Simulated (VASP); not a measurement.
# PbS (P1) in VASP: further runs

The runs below take PbS through single point, with PBE.

Program: VASP 6.6.1. These are calculated values, not measurements. Logs are shortened: lines on timing, memory, paths and dates and some standing lists are left out, and cuts for length are marked.

### Step 1. The cell of the first run

The typed cell holds 16 atoms: a = 8.397 Å, b = 8.397 Å, c = 5.955 Å, α = 90.00°, β = 90.00°, γ = 90.00°.

### Step 2. Single point, PBE

INCAR reads:

```
SYSTEM = PbS
ALGO = Normal
EDIFF = 1E-7
ENCUT = 520
GGA = PE
ISIF = 2
ISMEAR = -1
LASPH = .TRUE.
LCHARG = .FALSE.
LREAL = Auto
LWAVE = .FALSE.
NBANDS = 94
NELM = 100
PREC = Accurate
SIGMA = 0.086
```

KPOINTS reads:

```
k-points
0
G
  2 2 2
  0 0 0
```

POSCAR reads:

```
PbS
1.0
    8.3969062117      0.0000000000      0.0000000000
    0.0000000000      8.3970756195      0.0000000000
    0.0000000000      0.0000000000      5.9549033865
Pb S
8 8
Direct
    0.1122886187      0.3716860657      0.7670648378
    0.6110335010      0.3817714816      0.7507453454
    0.8775458263      0.1127143595      0.2468748701
    0.3829916542      0.1259958881      0.2498237005
    0.1330055346      0.8744793227      0.7374442061
    0.6084960188      0.8798164188      0.7594116489
    0.8869051067      0.6207970770      0.2423706828
    0.3921076307      0.6288765565      0.2546121913
    0.8413563069      0.1273445719      0.7383966984
    0.3690402062      0.1769517231      0.7543650515
    0.1340610424      0.3602056403      0.2436524836
    0.6302405751      0.3485806408      0.2356332100
    0.8616292498      0.6165249945      0.7558411460
    0.3853151290      0.6262908944      0.7522703072
    0.1123049342      0.8485023028      0.2327364375
    0.6377838295      0.9205636998      0.2331576031
```

Potentials or basis: VASP PAW PBE potentials, release 64 (Pb_d, S).

Launch:

```
cat potpaw_PBE.64/Pb_d/POTCAR potpaw_PBE.64/S/POTCAR > POTCAR
mpirun -np 1 vasp_std > vasp.out
```

OUTCAR:

```text
SYSTEM = PbS
   EDIFF = 1E-7
   ENCUT = 520
   GGA = PE
   ISIF = 2
   ISMEAR = -1
   LASPH = .TRUE.
   LREAL = Auto
   NELM = 100
   PREC = Accurate

 ion  position               nearest neighbor table
   1  0.112  0.372  0.767-  10 2.71  11 2.85  13 2.94   9 3.07  11 3.12  14 3.14   7 4.00   3 4.10

   2  0.611  0.382  0.751-  10 2.66  14 2.79   9 2.88  13 2.88  12 2.91  12 3.08   8 4.05   8 4.09
                             4 4.14
   3  0.878  0.113  0.247-  16 2.58  12 2.87   9 2.95  15 2.97  11 2.99   9 3.05   1 4.10   7 4.13
                             5 4.14
   4  0.383  0.126  0.250-  16 2.75  12 2.79  11 2.87  10 2.98  10 3.04  15 3.26   6 4.05   6 4.13
                             2 4.14
   5  0.133  0.874  0.737-  15 2.96  14 2.97  15 3.02  13 3.15  10 3.22   9 3.24   6 4.00   3 4.14

   6  0.608  0.880  0.759-  14 2.84  16 2.85   9 2.86  13 3.07  16 3.16  10 3.20   5 4.00   4 4.05
                             8 4.05   8 4.10   4 4.13
   7  0.887  0.621  0.242-  15 2.69  13 2.91  11 3.02  13 3.07  12 3.14  16 3.27   1 4.00   3 4.13

   8  0.392  0.629  0.255-  14 2.96  15 2.99  14 2.99  12 3.09  11 3.13  16 3.20   2 4.05   6 4.05
                             2 4.09   6 4.10
   9  0.841  0.127  0.738-   6 2.86   2 2.88   3 2.95   3 3.05   1 3.07   5 3.24
  10  0.369  0.177  0.754-   2 2.66   1 2.71   4 2.98   4 3.04   6 3.20   5 3.22
  11  0.134  0.360  0.244-   1 2.85   4 2.87   3 2.99   7 3.02   1 3.12   8 3.13
  12  0.630  0.349  0.236-   4 2.79   3 2.87   2 2.91   2 3.08   8 3.09   7 3.14
  13  0.862  0.617  0.756-   2 2.88   7 2.91   1 2.94   7 3.07   6 3.07   5 3.15
  14  0.385  0.626  0.752-   2 2.79   6 2.84   8 2.96   5 2.97   8 2.99   1 3.14
  15  0.112  0.849  0.233-   7 2.69   5 2.96   3 2.97   8 2.99   5 3.02   4 3.26
  16  0.638  0.921  0.233-   3 2.58   4 2.75   6 2.85   6 3.16   8 3.20   7 3.27

  LATTYP: Found a simple orthorhombic cell.
 ALAT       =     5.9549033865
 B/A-ratio  =     1.4100826943
 C/A-ratio  =     1.4101111428

  Lattice vectors:

 A1 = (   0.0000000000,   0.0000000000,   5.9549033865)
 A2 = (   8.3969062117,   0.0000000000,   0.0000000000)
 A3 = (   0.0000000000,   8.3970756195,   0.0000000000)

Analysis of symmetry for initial positions (statically):
=====================================================================
 Subroutine PRICEL returns:
 Original cell was already a primitive cell.

 Routine SETGRP: Setting up the symmetry group for a
 simple orthorhombic supercell.

 Subroutine GETGRP returns: Found  1 space group operations
 (whereof  1 operations were pure point group operations)
 out of a pool of  8 trial point group operations.

The static configuration has the point symmetry C_1 .

Analysis of symmetry for dynamics (positions and initial velocities):
=====================================================================
 Subroutine PRICEL returns:
 Original cell was already a primitive cell.

 Routine SETGRP: Setting up the symmetry group for a
 simple orthorhombic supercell.

 Subroutine GETGRP returns: Found  1 space group operations
 (whereof  1 operations were pure point group operations)
 out of a pool of  8 trial point group operations.

The dynamic configuration has the point symmetry C_1 .

 Subroutine INISYM returns: Found  1 space group operations
 (whereof  1 operations are pure point group operations),
 and found     1 'primitive' translations

----------------------------------------------------------------------------------------

                                     Primitive cell

  volume of cell :     419.8770

  direct lattice vectors                    reciprocal lattice vectors
     8.396906212  0.000000000  0.000000000     0.119091481  0.000000000  0.000000000
     0.000000000  8.397075620  0.000000000     0.000000000  0.119089079  0.000000000
     0.000000000  0.000000000  5.954903386     0.000000000  0.000000000  0.167928837

  length of vectors
     8.396906212  8.397075620  5.954903386     0.119091481  0.119089079  0.167928837

  position of ions in fractional coordinates (direct lattice)
     0.112288619  0.371686066  0.767064838
     0.611033501  0.381771482  0.750745345
     0.877545826  0.112714360  0.246874870
     0.382991654  0.125995888  0.249823701
     0.133005535  0.874479323  0.737444206
     0.608496019  0.879816419  0.759411649
[... 8 lines left out ...]
     0.112304934  0.848502303  0.232736438
     0.637783830  0.920563700  0.233157603

  ion indices of the primitive-cell ions
   primitive index   ion index
                 1           1
                 2           2
                 3           3
                 4           4
                 5           5
                 6           6
[... 8 lines left out ...]
                15          15
                16          16

----------------------------------------------------------------------------------------

 KPOINTS: k-points

Automatic generation of k-mesh.
 Grid dimensions read from file:
 generate k-points for:    2    2    2

 Generating k-lattice:

  Cartesian coordinates                     Fractional coordinates (reciprocal lattice)
     0.059545741  0.000000000  0.000000000     0.500000000  0.000000000  0.000000000
     0.000000000  0.059544539  0.000000000     0.000000000  0.500000000  0.000000000
     0.000000000  0.000000000  0.083964418     0.000000000  0.000000000  0.500000000

  Length of vectors
     0.059545741  0.059544539  0.083964418

  Shift w.r.t. Gamma in fractional coordinates (k-lattice)
     0.000000000  0.000000000  0.000000000

 Subroutine IBZKPT returns following result:
 ===========================================

 Found      8 irreducible k-points:

 Following reciprocal coordinates:
            Coordinates               Weight
  0.000000  0.000000  0.000000      1.000000
  0.500000  0.000000  0.000000      1.000000
  0.000000  0.500000  0.000000      1.000000
  0.500000  0.500000  0.000000      1.000000
  0.000000  0.000000  0.500000      1.000000
  0.500000  0.000000  0.500000      1.000000
  0.000000  0.500000  0.500000      1.000000
  0.500000  0.500000  0.500000      1.000000
   k-points           NKPTS =      8   k-points in BZ     NKDIM =      8   number of bands    NBANDS=     94
   number of dos      NEDOS =    301   number of ions     NIONS =     16
   total plane-waves  NPLWV = 196608
   dimension x,y,z NGX =    64 NGY =   64 NGZ =   48
   dimension x,y,z NGXF=   128 NGYF=  128 NGZF=   96
   ions per type =               8   8
   NGX,Y,Z   is equivalent  to a cutoff of  12.67, 12.67, 13.40 a.u.
   NGXF,Y,Z  is equivalent  to a cutoff of  25.34, 25.34, 26.80 a.u.
 SYSTEM =  PbS
   PREC   = accura    normal or accurate (medium, high low for compatibility)
   ISTART =      0    job   : 0-new  1-cont  2-samecut
   ICHARG =      2    charge: 1-file 2-atom 10-const
   ISPIN  =      1    spin polarized calculation?
   LNONCOLLINEAR =      F non collinear calculations
   LSORBIT =      F    spin-orbit coupling
   LASPH  =      T    aspherical Exc in radial PAW
   ENCUT  =  520.0 eV  38.22 Ry    6.18 a.u.  15.61 15.61 11.07*2*pi/ulx,y,z
   NELM   =    100;   NELMIN=  2; NELMDL= -5     # of ELM steps
   EDIFF  = 0.1E-06   stopping-criterion for ELM
   LREAL  =      T    real-space projection
   EDIFFG = 0.1E-05   stopping-criterion for IOM
   NSW    =      0    number of steps for IOM
   IBRION =     -1    ionic relax: 0-MD 1-quasi-New 2-CG
   NFREE  =      0    steps in history (QN), initial steepest desc. (CG)
   ISIF   =      2    stress and relaxation
   ISYM   =      2    0-nonsym 1-usesym 2-fastsym
   POTIM  = 0.5000    time-step for ionic-motion
   TEBEG  =    0.0;   TEEND  =   0.0 temperature during run
   PSTRESS=    0.0 pullay stress
   NELECT =     160.0000    total number of electrons
   NUPDOWN=      -1.0000    fix difference up-down
   EMIN   =  10.00;   EMAX   =-10.00  energy-range for DOS
   EFERMI =   0.00;   METHOD = LEGACY
   ISMEAR =    -1;   SIGMA  =   0.09  broadening in eV -4-tet -1-fermi 0-gaus
   EFERMI_NEDOS =   21; number of points for ismear=-14 and -15
   IALGO  =     38    algorithm
   IMIX   =      4    mixing-type and parameters
     AMIX     =   0.40;   BMIX     =  1.00
     AMIX_MAG =   1.60;   BMIX_MAG =  1.00
  volume/ion in A,a.u.               =      26.24       177.09
  Fermi-wavevector in a.u.,A,eV,Ry     =   1.186882  2.242881 19.166369  1.408688
  Thomas-Fermi vector in A             =   2.323045
   LORBIT       =      0    0 simple, 1 ext, 2 COOP (PROOUT), +10 PAW based schemes
   GGA     = PE    functional components
   LHFCALC =     F    Hartree Fock is set to
   AEXX    =    0.0000 exact exchange contribution
   IVDW    =     0    specifies the selected vdW correction
   LEPSILON=     F    determine dielectric tensor
   LRPA    =     F    only Hartree local field effects (RPA)
 non-spin polarized calculation
  energy-cutoff  :      520.00
  volume of cell :      419.88
 maximum number of plane-waves:     11336
 NGX is ok and might be reduce to    64
   NGX = 31   NGY = 31   NGZ = 23

 number of electron     159.9999995 magnetization

 Free energy of the ion-electron system (eV)
  ---------------------------------------------------
  ext. energy  EPLUGINS =         0.00000000
  ---------------------------------------------------
  free energy    TOTEN  =       -67.56555961 eV

  energy without entropy =      -67.54296064  energy(sigma->0) =      -67.55426012

 E-fermi :   5.9481     XC(G=0):  -9.6418

 val. band max:        5.7571691829   @ k =   0.0000   0.0000   0.5000
 cond. band min:       6.1680692782   @ k =   0.0000   0.0000   0.5000
 fundamental gap:      0.4109000953
 Fermi energy:         5.9480603539

 k-point     1 :       0.0000    0.0000    0.0000
  band No.  band energies     occupation
      1     -11.4987      2.00000
      2     -11.4580      2.00000
      3     -11.4499      2.00000
      4     -11.4429      2.00000
      5     -11.4224      2.00000
      6     -11.4153      2.00000
[... 84 lines left out ...]
     91       9.3956      0.00000
     92       9.6585      0.00000

 k-point     2 :       0.5000    0.0000    0.0000
  band No.  band energies     occupation
      1     -11.4962      2.00000
      2     -11.4557      2.00000
      3     -11.4497      2.00000
      4     -11.4427      2.00000
      5     -11.4211      2.00000
      6     -11.4152      2.00000
[... 654 lines left out ...]
     91       8.1250      0.00000
     92       8.1617      0.00000
 [bands above 92 left out]

------------------------ aborting loop because EDIFF is reached ----------------------------------------

  FORCE on cell =-STRESS in cart. coord.  units (eV):
  Direction    XX          YY          ZZ          XY          YZ          ZX
  --------------------------------------------------------------------------------------
  -------------------------------------------------------------------------------------
  Total        8.0482421      8.4979902     12.3879705      1.8427858      0.5002502     -0.2182549
  in kB       30.7106866     32.4268469     47.2703326      7.0317490      1.9088675     -0.8328227
  external PRESSURE =      36.8026220 kB  Pullay stress =       0.0000000 kB

 VOLUME and BASIS-vectors are now :
 -----------------------------------------------------------------------------
  energy-cutoff  :      520.00
  volume of cell :      419.88
      direct lattice vectors                 reciprocal lattice vectors
     8.396906212  0.000000000  0.000000000     0.119091481  0.000000000  0.000000000
     0.000000000  8.397075620  0.000000000     0.000000000  0.119089079  0.000000000
     0.000000000  0.000000000  5.954903386     0.000000000  0.000000000  0.167928837

 POSITION                                       TOTAL-FORCE (eV/Angst)
 -----------------------------------------------------------------------------------
      0.94288      3.12108      4.56780        -0.417588      0.195315     -0.066572
      5.13079      3.20576      4.47062         0.819570      0.015200     -0.041804
      7.36867      0.94647      1.47012         0.736355      0.703574      0.075763
      3.21595      1.05800      1.48768        -0.270399      0.297177      0.050366
      1.11683      7.34307      4.39141        -0.338206     -0.044912      0.118077
      5.10948      7.38788      4.52222         0.580621      0.109357     -0.037408
[... 8 lines left out ...]
      0.94301      7.12494      1.38592         0.562550      0.013935      0.066159
      5.35541      7.73004      1.38843        -0.576729     -1.694360      0.026387
 -----------------------------------------------------------------------------------
    total drift:                               -0.000106     -0.007623     -0.002434

  FREE ENERGIE OF THE ION-ELECTRON SYSTEM (eV)
  ---------------------------------------------------
  free  energy   TOTEN  =       -67.5655596064 eV

  energy  without entropy=      -67.5429606417  energy(sigma->0) =      -67.55426012
```

Wall time 7.2 min (1 thread of Intel Xeon Platinum 8259CL at 2.50GHz (Skylake/Cascade Lake), shared host); peak memory 0.55 GiB.

Results:

* Free energy: -67.5656 eV
* Pressure: 3.7 GPa
* Largest force: 1.790 eV/Å
* Band gap on the k mesh: 0.41 eV

Forces in eV/Å, atoms in the order of the input:
```
Pb  -0.418  0.195 -0.067
Pb   0.820  0.015 -0.042
Pb   0.736  0.704  0.076
Pb  -0.270  0.297  0.050
Pb  -0.338 -0.045  0.118
Pb   0.581  0.109 -0.037
Pb  -0.197 -0.405  0.025
Pb  -0.210 -0.382 -0.030
S    0.602 -0.192 -0.016
S   -0.328 -1.393 -0.114
S    0.187  0.939  0.014
S   -0.369  0.462  0.096
S    0.297  1.078 -0.070
S   -1.079  0.298 -0.096
S    0.563  0.014  0.066
S   -0.577 -1.694  0.026
```

Caveat: the k points lie up to 0.53 Å⁻¹ apart; the atoms stand as in a frame of molecular dynamics; spin-orbit coupling is left out, which moves the levels of the heavy elements; forces of over 1 eV/Å act on the atoms, so gaps and moduli don't describe the material at rest. A k mesh can miss the band edges.

### Step 3. Single point, PBE

INCAR reads:

```
SYSTEM = PbS
  ALGO = Normal
  EDIFF = 1E-7
  ENCUT = 520
  GGA = PE
  ISIF = 2
  ISMEAR = -1
  LASPH = .TRUE.
  LCHARG = .TRUE.
  LELF = .TRUE.
  LREAL = Auto
  LVHAR = .TRUE.
  LWAVE = .FALSE.
  NBANDS = 94
  NELM = 80
  PREC = Accurate
  SIGMA = 0.086
```

KPOINTS is that of step 2.

POSCAR reads:

```
PbS
1.0
    8.3969062117      0.0000000000      0.0000000000
    0.0000000000      8.3970756195      0.0000000000
    0.0000000000      0.0000000000      5.9549033865
Pb S
8 8
Direct
    0.1050641722      0.3705525758      0.7751423827
    0.6063582076      0.3850597692      0.7510664254
    0.8804698795      0.1084452542      0.2457161611
    0.3861767558      0.1272716894      0.2498342800
    0.1360582066      0.8741415860      0.7316481422
    0.6020445951      0.8824697235      0.7639920759
    0.8921962222      0.6176951638      0.2387969893
    0.3998546507      0.6297212553      0.2566913182
    0.8353963738      0.1245248998      0.7323403449
    0.3602593531      0.1784851141      0.7540359110
    0.1424967684      0.3703334519      0.2406144831
    0.6261707428      0.3432965393      0.2305039916
    0.8606051822      0.6322488019      0.7569865886
    0.3708118111      0.6322975093      0.7512570246
    0.1157733546      0.8345479209      0.2257255765
    0.6353456696      0.9142722238      0.2252446283
```

Potentials or basis: VASP PAW PBE potentials, release 64 (Pb_d, S).

Launch:

```
cat potpaw_PBE.64/Pb_d/POTCAR potpaw_PBE.64/S/POTCAR > POTCAR
mpirun -np 1 vasp_std > vasp.out
```

It took 8.3 min on 1 thread of Intel Xeon Platinum 8259CL at 2.50GHz (Skylake/Cascade Lake), shared host; peak memory 0.55 GiB.

Results (log left out):

| Item | Value |
| --- | --- |
| Free energy | -67.8296 eV |
| Pressure | 3.7 GPa |
| Largest force | 1.338 eV/Å |
| Band gap on the k mesh | 0.57 eV |

Forces on the atoms (eV/Å):
```
Pb  -0.446  0.249 -0.171
Pb   0.788 -0.008 -0.049
Pb   0.543  0.536  0.113
Pb  -0.429  0.208  0.073
Pb  -0.486 -0.045  0.118
Pb   0.676  0.055 -0.151
Pb  -0.362 -0.551  0.085
Pb  -0.263 -0.397 -0.019
S    0.423  0.078 -0.045
S   -0.061 -1.143 -0.157
S    0.054  0.624  0.083
S   -0.105  0.405  0.109
S    0.117  0.826 -0.133
S   -0.837  0.034 -0.153
S    0.638  0.436  0.146
S   -0.252 -1.306  0.152
```

Stress tensor (GPa, compression positive):
```
 2.84  0.67 -0.10
 0.67  3.42  0.30
-0.10  0.30  4.71
```

Levels at points of the mesh, in eV from the valence-band top:
| k point | band 77 | band 78 | band 79 | band 80 | band 81 | band 82 | band 83 | band 84 |
| --- | --- | --- | --- | --- | --- | --- | --- | --- |
| (0.00, 0.00, 0.00) | -1.01 | -0.80 | -0.37 | -0.18 | 1.00 | 1.07 | 1.65 | 1.98 |
| (0.50, 0.00, 0.00) | -1.48 | -1.38 | -1.00 | -0.94 | 2.29 | 2.53 | 2.69 | 2.93 |
| (0.00, 0.50, 0.00) | -1.52 | -1.39 | -1.01 | -0.89 | 2.42 | 2.51 | 2.66 | 2.92 |
| (0.50, 0.50, 0.00) | -0.91 | -0.79 | -0.70 | -0.53 | 1.64 | 1.72 | 2.19 | 2.25 |
| (0.00, 0.00, 0.50) | -0.47 | -0.23 | -0.09 | 0.00 | 0.57 | 0.69 | 0.82 | 0.97 |
| (0.50, 0.00, 0.50) | -0.87 | -0.83 | -0.77 | -0.56 | 1.34 | 1.49 | 1.60 | 1.73 |
| (0.00, 0.50, 0.50) | -0.86 | -0.81 | -0.78 | -0.63 | 1.39 | 1.53 | 1.62 | 1.69 |
| (0.50, 0.50, 0.50) | -0.65 | -0.52 | -0.41 | -0.26 | 0.97 | 1.20 | 1.32 | 1.54 |

Caveat: the k points lie up to 0.53 Å⁻¹ apart; the atoms stand as in a frame of molecular dynamics; spin-orbit coupling is left out, which moves the levels of the heavy elements; forces of over 1 eV/Å act on the atoms, so gaps and moduli don't describe the material at rest.
